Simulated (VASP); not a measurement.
Wanted: the native input for a VASP 6.6.1 run.

| Quantity | Value |
| --- | --- |
| Task | single point |
| Functional | HSE06 |
| Potentials or basis | VASP PAW PBE potentials, release 64 (Al) |
| Cutoff | 520 eV |
| k mesh | 10 × 10 × 10 |
| Occupations | gaussian, width 0.05 eV |
| Spin | no spin polarisation |
| Dipole correction | no |
| Grid for exact exchange (PRECFOCK) | Normal |
| Further INCAR settings | ALGO = Normal; EDIFF = 1e-06; NBANDS = 8 |
| Screening parameter | 0.2079 1/Å |

The system is Al.

```
Al
1.0
     0.00000    2.00656    2.00656
     2.00656    0.00000    2.00656
     2.00656    2.00656    0.00000
Al
1
Direct
  0.00000 0.00000 0.00000
```

These files were run (other wordings do the same):

POSCAR

```
Al
1.0
    0.0000000000      2.0065632807      2.0065632807
    2.0065632807      0.0000000000      2.0065632807
    2.0065632807      2.0065632807      0.0000000000
Al
1
Direct
    0.0000000000      0.0000000000      0.0000000000
```

INCAR.step1

```
SYSTEM = Al
  PREC = Accurate
  ENCUT = 520
  EDIFF = 1E-5
  ISMEAR = 0
  SIGMA = 0.05
  LREAL = .FALSE.
  LASPH = .TRUE.
  NELM = 80
  ALGO = Normal
  ISIF = 2
  LWAVE = .TRUE.
  GGA = PE
  NBANDS = 8
```

INCAR.step2

```
SYSTEM = Al
  PREC = Accurate
  ENCUT = 520
  EDIFF = 1E-6
  ISMEAR = 0
  SIGMA = 0.05
  LREAL = .FALSE.
  LASPH = .TRUE.
  NELM = 80
  ALGO = Normal
  ISIF = 2
  LWAVE = .FALSE.
  LCHARG = .TRUE.
  GGA = PE
  LHFCALC = .TRUE.
  HFSCREEN = 0.2079
  PRECFOCK = Normal
  LELF = .TRUE.
  LVHAR = .TRUE.
  ISTART = 1
  NBANDS = 8
```

KPOINTS

```
Automatic mesh
0
G
  10 10 10
  0 0 0
```

Potentials or basis: VASP PAW PBE potentials, release 64 (Al).

Run with:

```sh
$ cat potpaw_PBE.64/Al/POTCAR > POTCAR
$ cp INCAR.step1 INCAR
$ mpirun -np 1 vasp_std > vasp.out
$ cp INCAR.step2 INCAR
$ mpirun -np 1 vasp_std > vasp.out
```

It gave:

- Pressure: 0.1 GPa

Caveat: the PAW data sets were made with another functional, which shifts forces and pressure a little.

It took 13 min on 1 thread of Intel Xeon 6975P-C (shared host), peak memory 0.25 GiB.
